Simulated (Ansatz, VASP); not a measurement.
**Ge in VASP and in Ansatz**

```
CELL_PARAMETERS angstrom
1.41107 -2.46568 0.00000
1.41107 2.46568 0.00000
0.00000 0.00000 5.28932
ATOMIC_POSITIONS crystal
Ge 0.49997 0.50003 0.25000
Ge 0.50003 0.49997 0.75000
```

Change from the starting cell: strain +0.0150 x Voigt [1, -1, 0, 0, 0, 0], atoms carried along.

Alike in both runs: task single point; functional PBEsol; k mesh 24 × 24 × 12; occupations gaussian, width 0.15 eV; no spin polarisation.

|  | VASP | Ansatz |
| --- | --- | --- |
| version | VASP 6.6.1 | Ansatz 0.2.0 |
| potentials or method | VASP PAW PBE potentials, release 64 (Ge_d), cutoff 520 eV | scalar-relativistic, plane waves, PAW |
| valence electrons in the cell | 28 | 28 |

```tsv
	VASP	Ansatz	Ansatz less VASP
gap on the k mesh at the Fermi level (eV)	none	none	-
pressure (GPa)	0.1	-0.1	-0.27
traceless stress, the component that is largest in VASP (GPa)	-0.34	-0.35	-0.010
```

VASP's potentials were made for PBE, not for PBEsol. A gap of «none» marks a metal or a gap that the smearing closes.
